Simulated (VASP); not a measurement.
TePb: single point with r2SCAN

Crystal: TePb.

```xyz
2
Lattice="0.0000 3.3883 3.1463 3.3883 0.0000 3.1463 3.3883 3.3883 0.0000" Properties=species:S:1:pos:R:3 pbc="T T T"
Te    3.3883    3.3883    3.1463
Pb    0.0000    0.0000    0.0000
```

This cell differs from its parent crystal: strain +0.050 along x and y, -0.025 along z.

```
Program                : VASP 6.6.1
Task                   : single point
Functional             : r2SCAN
Potentials or basis    : VASP PAW PBE potentials, release 64 (Te, Pb_d)
Cutoff                 : 520 eV
k mesh                 : 8 × 8 × 8
Occupations            : gaussian, width 0.05 eV
Spin                   : no spin polarisation
Dipole correction      : no
Further INCAR settings : ALGO = Normal; EDIFF = 1e-06; NBANDS = 17
```

- Pressure: -0.7 GPa
- Band gap on the k mesh: 0.89 eV, direct

Stress tensor (GPa, compression positive):
```
-3.33  0.00  0.00
 0.00 -3.33  0.00
 0.00  0.00  4.59
```

Levels at points of the mesh, in eV from the valence-band top:
| k point | band 8 | band 9 | band 10 | band 11 | band 12 | band 13 |
| --- | --- | --- | --- | --- | --- | --- |
| (0.00, 0.00, 0.00) | -1.90 | -1.14 | -1.14 | 3.57 | 3.57 | 5.32 |
| (0.50, 0.00, 0.00) | -1.04 | -0.95 | 0.00 | 0.89 | 1.29 | 1.70 |
| (0.50, 0.50, 0.00) | -4.44 | -2.83 | -2.83 | 3.57 | 5.23 | 5.23 |
| (0.50, 0.00, 0.50) | -4.26 | -3.08 | -2.28 | 3.82 | 4.64 | 6.26 |

Run time: 110 s on 1 thread of Intel(R) Xeon(R) 6975P-C (Granite Rapids) (shared host), peak memory 0.26 GiB.

Caveat: the cell differs from its parent crystal (strain +0.050 along x and y, -0.025 along z); the PAW data sets were made with another functional, which shifts forces and pressure a little; spin-orbit coupling is left out, which moves the levels of the heavy elements. A k mesh can miss the band edges.
